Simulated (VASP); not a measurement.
Wanted: the native input for a VASP 6.6.1 run.

| Item | Value |
| --- | --- |
| Task | single point |
| Functional | HSE06 |
| Potentials or basis | VASP PAW PBE potentials, release 64 (B, N) |
| Cutoff | 520 eV |
| k mesh | 8 × 8 × 8 |
| Occupations | fermi-dirac, width 0.02 eV |
| Spin | no spin polarisation |
| Dipole correction | no |
| Grid for exact exchange (PRECFOCK) | Normal |
| Further INCAR settings | ALGO = Normal; EDIFF = 1e-06; NBANDS = 11 |
| Share of exact exchange | 0.25 |
| Screening parameter | 0.2079 1/Å |

Crystal: BN.

```xyz
2
Lattice="0.0000 1.8158 1.6683 1.8158 0.0000 1.6683 1.8158 1.8158 0.0000" Properties=species:S:1:pos:R:3 pbc="T T T"
B     0.0000    0.0000    0.0000
N     1.8158    1.8158    1.6683
```

This cell differs from its parent crystal: epitaxial xy strain +4.0%.

These files were run (other wordings do the same):

POSCAR

```
BN
1.0
    0.0000000000      1.8158335546      1.6683321847
    1.8158335546      0.0000000000      1.6683321847
    1.8158335546      1.8158335546      0.0000000000
B N
1 1
Direct
    0.0000000000      0.0000000000      0.0000000000
    0.5000000000      0.5000000000      0.5000000000
```

INCAR.step1

```
SYSTEM = BN
  ALGO = Normal
  EDIFF = 1E-5
  ENCUT = 520
  GGA = PE
  ISIF = 2
  ISMEAR = -1
  LASPH = .TRUE.
  LREAL = .FALSE.
  LWAVE = .TRUE.
  NBANDS = 11
  NELM = 80
  PREC = Accurate
  SIGMA = 0.02
```

INCAR.step2

```
SYSTEM = BN
  ALGO = Normal
  EDIFF = 1E-6
  ENCUT = 520
  GGA = PE
  HFSCREEN = 0.2079
  ISIF = 2
  ISMEAR = -1
  ISTART = 1
  LASPH = .TRUE.
  LCHARG = .TRUE.
  LELF = .TRUE.
  LHFCALC = .TRUE.
  LREAL = .FALSE.
  LVHAR = .TRUE.
  LWAVE = .FALSE.
  NBANDS = 11
  NELM = 80
  PREC = Accurate
  PRECFOCK = Normal
  SIGMA = 0.02
```

KPOINTS

```
k-points
0
G
  8 8 8
  0 0 0
```

Potentials or basis: VASP PAW PBE potentials, release 64 (B, N).

Run with:

```sh
$ cat potpaw_PBE.64/B/POTCAR potpaw_PBE.64/N/POTCAR > POTCAR
$ cp INCAR.step1 INCAR
$ mpirun -np 1 vasp_std > vasp.out
$ cp INCAR.step2 INCAR
$ mpirun -np 1 vasp_std > vasp.out
```

It gave:

```yaml
Pressure: -16.3 GPa
Band_gap_on_the_k_mesh: 0.65 eV (least direct gap 6.27 eV)
```

Caveat: the cell differs from its parent crystal (epitaxial xy strain +4.0%); the cell stands under tension; the PAW data sets were made with another functional, which shifts forces and pressure a little.

It took 31 min on 1 thread of Intel(R) Xeon(R) Platinum 8259CL CPU @ 2.50GHz (Skylake/Cascade Lake), on a shared host, peak memory 0.23 GiB.
